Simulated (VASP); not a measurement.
# GaP (I-4m2) in VASP: a series of runs, part 2 of 2

VASP 6.6.1. Earlier steps stand in the parts before.

## 3. Single point, PBE (strain +0.050 along x and y, +0.025 along z)

Contents of INCAR:

```
SYSTEM = GaP
  PREC = Accurate
  ENCUT = 520
  EDIFF = 1E-7
  ISMEAR = 0
  SIGMA = 0.05
  LREAL = .FALSE.
  LASPH = .TRUE.
  NELM = 80
  ALGO = Normal
  ISIF = 2
  LWAVE = .FALSE.
  LCHARG = .FALSE.
  GGA = PE
  NBANDS = 16
```

Contents of KPOINTS:

```
Automatic mesh
0
G
  8 8 8
  0 0 0
```

Contents of POSCAR:

```
GaP
1.0
    0.0000000000      2.8901636530      2.8213502327
    2.8901636530      0.0000000000      2.8213502327
    2.8901636530      2.8901636530      0.0000000000
Ga P
1 1
Direct
    0.0000000000      0.0000000000      0.0000000000
    0.7500000000      0.7500000000      0.7500000000
```

Potentials or basis: VASP PAW PBE potentials, release 64 (Ga_d, P).

Started as:

```console
> cat potpaw_PBE.64/Ga_d/POTCAR potpaw_PBE.64/P/POTCAR > POTCAR
> mpirun -np 1 vasp_std > vasp.out
```

OUTCAR:

```text
SYSTEM = GaP
   PREC = Accurate
   ENCUT = 520
   EDIFF = 1E-7
   ISMEAR = 0
   LREAL = .FALSE.
   LASPH = .TRUE.
   NELM = 80
   ISIF = 2
   GGA = PE

 ion  position               nearest neighbor table
   1  0.000  0.000  0.000-   2 2.48   2 2.48   2 2.48   2 2.48
   2  0.750  0.750  0.750-   1 2.48   1 2.48   1 2.48   1 2.48

  LATTYP: Found a body centered tetragonal cell.
 ALAT       =     4.0873086356
 C/A-ratio  =     1.3805418109

  Lattice vectors:

 A1 = (   0.0000000000,  -2.8901636530,  -2.8213502327)
 A2 = (   0.0000000000,   2.8901636530,  -2.8213502327)
 A3 = (   2.8901636530,   0.0000000000,   2.8213502327)

Analysis of symmetry for initial positions (statically):
=====================================================================
 Subroutine PRICEL returns:
 Original cell was already a primitive cell.

 Routine SETGRP: Setting up the symmetry group for a
 body centered tetragonal supercell.

 Subroutine GETGRP returns: Found  8 space group operations
 (whereof  8 operations were pure point group operations)
 out of a pool of 16 trial point group operations.

The static configuration has the point symmetry D_2d.

Analysis of symmetry for dynamics (positions and initial velocities):
=====================================================================
 Subroutine PRICEL returns:
 Original cell was already a primitive cell.

 Routine SETGRP: Setting up the symmetry group for a
 body centered tetragonal supercell.

 Subroutine GETGRP returns: Found  8 space group operations
 (whereof  8 operations were pure point group operations)
 out of a pool of 16 trial point group operations.

The dynamic configuration has the point symmetry D_2d.

 Subroutine INISYM returns: Found  8 space group operations
 (whereof  8 operations are pure point group operations),
 and found     1 'primitive' translations

----------------------------------------------------------------------------------------

                                     Primitive cell

  volume of cell :      47.1337

  direct lattice vectors                    reciprocal lattice vectors
     0.000000000  2.890163653  2.821350233    -0.173000584  0.173000584  0.177220111
     2.890163653  0.000000000  2.821350233     0.173000584 -0.173000584  0.177220111
     2.890163653  2.890163653  0.000000000     0.173000584  0.173000584 -0.177220111

  length of vectors
     4.038943312  4.038943312  4.087308636     0.302101592  0.302101592  0.302101592

  position of ions in fractional coordinates (direct lattice)
     0.000000000  0.000000000  0.000000000
     0.750000000  0.750000000  0.750000000

  ion indices of the primitive-cell ions
   primitive index   ion index
                 1           1
                 2           2

----------------------------------------------------------------------------------------

 KPOINTS: Automatic mesh

Automatic generation of k-mesh.
 Grid dimensions read from file:
 generate k-points for:    8    8    8

 Generating k-lattice:

  Cartesian coordinates                     Fractional coordinates (reciprocal lattice)
    -0.021625073  0.021625073  0.022152514     0.125000000  0.000000000  0.000000000
     0.021625073 -0.021625073  0.022152514     0.000000000  0.125000000  0.000000000
     0.021625073  0.021625073 -0.022152514     0.000000000  0.000000000  0.125000000

  Length of vectors
     0.037762699  0.037762699  0.037762699

  Shift w.r.t. Gamma in fractional coordinates (k-lattice)
     0.000000000  0.000000000  0.000000000

 Subroutine IBZKPT returns following result:
 ===========================================

 Found     59 irreducible k-points:

 Following reciprocal coordinates:
            Coordinates               Weight
  0.000000  0.000000  0.000000      1.000000
  0.125000 -0.000000  0.000000      8.000000
  0.250000 -0.000000  0.000000      8.000000
  0.375000  0.000000  0.000000      8.000000
  0.500000 -0.000000  0.000000      4.000000
  0.125000  0.125000  0.000000      2.000000
[... 16 lines left out ...]
  0.250000 -0.000000  0.125000     16.000000
  0.375000  0.000000  0.125000     16.000000
 [... further k-points ...]
   k-points           NKPTS =     59   k-points in BZ     NKDIM =     59   number of bands    NBANDS=     16
   number of dos      NEDOS =    301   number of ions     NIONS =      2
   total plane-waves  NPLWV =  27000
   dimension x,y,z NGX =    30 NGY =   30 NGZ =   30
   dimension x,y,z NGXF=    60 NGYF=   60 NGZF=   60
   ions per type =               1   1
   NGX,Y,Z   is equivalent  to a cutoff of  12.35, 12.35, 12.20 a.u.
   NGXF,Y,Z  is equivalent  to a cutoff of  24.70, 24.70, 24.40 a.u.
 SYSTEM =  GaP
   PREC   = accura    normal or accurate (medium, high low for compatibility)
   ISTART =      0    job   : 0-new  1-cont  2-samecut
   ICHARG =      2    charge: 1-file 2-atom 10-const
   ISPIN  =      1    spin polarized calculation?
   LNONCOLLINEAR =      F non collinear calculations
   LSORBIT =      F    spin-orbit coupling
   LASPH  =      T    aspherical Exc in radial PAW
   ENCUT  =  520.0 eV  38.22 Ry    6.18 a.u.   7.51  7.51  7.60*2*pi/ulx,y,z
   NELM   =     80;   NELMIN=  2; NELMDL= -5     # of ELM steps
   EDIFF  = 0.1E-06   stopping-criterion for ELM
   LREAL  =      F    real-space projection
   EDIFFG = 0.1E-05   stopping-criterion for IOM
   NSW    =      0    number of steps for IOM
   IBRION =     -1    ionic relax: 0-MD 1-quasi-New 2-CG
   NFREE  =      0    steps in history (QN), initial steepest desc. (CG)
   ISIF   =      2    stress and relaxation
   ISYM   =      2    0-nonsym 1-usesym 2-fastsym
   POTIM  = 0.5000    time-step for ionic-motion
   TEBEG  =    0.0;   TEEND  =   0.0 temperature during run
   PSTRESS=    0.0 pullay stress
   NELECT =      18.0000    total number of electrons
   NUPDOWN=      -1.0000    fix difference up-down
   EMIN   =  10.00;   EMAX   =-10.00  energy-range for DOS
   EFERMI =   0.00;   METHOD = LEGACY
   ISMEAR =     0;   SIGMA  =   0.05  broadening in eV -4-tet -1-fermi 0-gaus
   EFERMI_NEDOS =   21; number of points for ismear=-14 and -15
   IALGO  =     38    algorithm
   IMIX   =      4    mixing-type and parameters
     AMIX     =   0.40;   BMIX     =  1.00
     AMIX_MAG =   1.60;   BMIX_MAG =  1.00
  volume/ion in A,a.u.               =      23.57       159.04
  Fermi-wavevector in a.u.,A,eV,Ry     =   1.187741  2.244505 19.194126  1.410728
  Thomas-Fermi vector in A             =   2.323886
   LORBIT       =      0    0 simple, 1 ext, 2 COOP (PROOUT), +10 PAW based schemes
   GGA     = PE    functional components
   LHFCALC =     F    Hartree Fock is set to
   AEXX    =    0.0000 exact exchange contribution
   IVDW    =     0    specifies the selected vdW correction
   LEPSILON=     F    determine dielectric tensor
   LRPA    =     F    only Hartree local field effects (RPA)
 non-spin polarized calculation
 Gauss-broadening in eV      SIGMA  =   0.05
  energy-cutoff  :      520.00
  volume of cell :       47.13
 maximum number of plane-waves:      1289
   NGX = 15   NGY = 15   NGZ = 15

 number of electron      17.9999989 magnetization

 Free energy of the ion-electron system (eV)
  ---------------------------------------------------
  ext. energy  EPLUGINS =         0.00000000
  ---------------------------------------------------
  free energy    TOTEN  =        -8.98892397 eV

  energy without entropy =       -8.98892397  energy(sigma->0) =       -8.98892397

 E-fermi :   3.5398     XC(G=0):  -9.1569

 val. band max:        3.2992503336   @ k =   0.0000   0.0000   0.0000
 cond. band min:       3.8355693404   @ k =   0.0000   0.0000   0.0000
 fundamental gap:      0.5363190069
 Fermi energy:         3.5397632676

 k-point     1 :       0.0000    0.0000    0.0000
  band No.  band energies     occupation
      1     -11.1525      2.00000
      2     -11.1525      2.00000
      3     -11.1457      2.00000
      4     -11.0921      2.00000
      5     -11.0864      2.00000
      6      -8.2270      2.00000
[... 8 lines left out ...]
     15      12.5910      0.00000
     16      12.9707      0.00000
[... 419 lines left out ...]
 k-point    24 :       0.3750    0.0000    0.1250
  band No.  band energies     occupation
      1     -11.1878      2.00000
      2     -11.1367      2.00000
      3     -11.1316      2.00000
      4     -11.0916      2.00000
      5     -11.0841      2.00000
      6      -7.0579      2.00000
[... 8 lines left out ...]
     15      13.4733      0.00000
     16      13.7680      0.00000

 [... further k-points ...]
[... 5 lines left out ...]
  --------------------------------------------------------------------------------------
  -------------------------------------------------------------------------------------
  Total       -2.2242618     -2.2242618     -1.7569559      0.0000000      0.0000000      0.0000000
  in kB      -75.6074536    -75.6074536    -59.7227200      0.0000000      0.0000000      0.0000000
  external PRESSURE =     -70.3125424 kB  Pullay stress =       0.0000000 kB

 VOLUME and BASIS-vectors are now :
 -----------------------------------------------------------------------------
  energy-cutoff  :      520.00
  volume of cell :       47.13
      direct lattice vectors                 reciprocal lattice vectors
     0.000000000  2.890163653  2.821350233    -0.173000584  0.173000584  0.177220111
     2.890163653  0.000000000  2.821350233     0.173000584 -0.173000584  0.177220111
     2.890163653  2.890163653  0.000000000     0.173000584  0.173000584 -0.177220111

 POSITION                                       TOTAL-FORCE (eV/Angst)
 -----------------------------------------------------------------------------------
      0.00000      0.00000      0.00000         0.000000      0.000000     -0.000000
      4.33525      4.33525      4.23203        -0.000000     -0.000000      0.000000
 -----------------------------------------------------------------------------------
    total drift:                               -0.000002     -0.000002     -0.000002

  FREE ENERGIE OF THE ION-ELECTRON SYSTEM (eV)
  ---------------------------------------------------
  free  energy   TOTEN  =        -8.9889239656 eV

  energy  without entropy=       -8.9889239656  energy(sigma->0) =       -8.98892397
```

OSZICAR:

```text
N       E                     dE             d eps       ncg     rms          rms(c)
DAV:   1     0.834173722022E+02    0.83417E+02   -0.90113E+03  1920   0.152E+03
DAV:   2    -0.226985707391E+01   -0.85687E+02   -0.81585E+02  2240   0.316E+02
DAV:   3    -0.910154684901E+01   -0.68317E+01   -0.68075E+01  2328   0.680E+01
DAV:   4    -0.921874510784E+01   -0.11720E+00   -0.11717E+00  2424   0.971E+00
DAV:   5    -0.922109254766E+01   -0.23474E-02   -0.23472E-02  2400   0.119E+00    0.360E+00
DAV:   6    -0.900405175875E+01    0.21704E+00   -0.37838E-01  2936   0.888E+00    0.231E+00
DAV:   7    -0.898775739135E+01    0.16294E-01   -0.70701E-02  2512   0.160E+00    0.986E-01
DAV:   8    -0.898831528607E+01   -0.55789E-03   -0.11077E-02  2312   0.121E+00    0.107E-01
DAV:   9    -0.898874597735E+01   -0.43069E-03   -0.12791E-03  2400   0.523E-01    0.920E-02
DAV:  10    -0.898883693871E+01   -0.90961E-04   -0.10937E-04  2520   0.873E-02    0.509E-02
DAV:  11    -0.898892406698E+01   -0.87128E-04   -0.12943E-04  2320   0.970E-02    0.655E-03
DAV:  12    -0.898892355779E+01    0.50919E-06   -0.45177E-06  2232   0.230E-02    0.219E-03
DAV:  13    -0.898892390272E+01   -0.34493E-06   -0.83756E-07  2544   0.695E-03    0.240E-03
DAV:  14    -0.898892396556E+01   -0.62842E-07   -0.82006E-08  2160   0.235E-03
   1 F= -.89889240E+01 E0= -.89889240E+01  d E =-.492229E-14
```

Run time: 68 s. Hardware: 1 thread of AMD EPYC 7R43 (Zen 3), shared host; peak memory 0.15 GiB.

What came out:

```
Free energy            : -8.9889 eV
Pressure               : -7.0 GPa
Band gap on the k mesh : 0.54 eV, direct
```

Levels at points of the mesh, in eV from the valence-band top:
```csv
k point,band 5,band 6,band 7,band 8,band 9,band 10,band 11,band 12,band 13,band 14
"(0.00, 0.00, 0.00)",-14.39,-11.53,-0.12,-0.12,0.00,0.54,3.78,3.84,3.84,8.10
"(0.50, 0.00, 0.00)",-14.38,-9.92,-5.93,-1.07,-0.91,1.13,4.57,4.72,7.82,9.83
"(0.50, 0.50, 0.00)",-14.37,-9.16,-6.09,-2.37,-2.37,1.68,1.77,9.39,9.39,9.96
"(0.50, 0.00, 0.50)",-14.38,-9.24,-6.22,-2.23,-2.22,1.88,1.90,9.33,9.39,9.76
```

Caveat: the cell differs from its parent crystal (strain +0.050 along x and y, +0.025 along z).
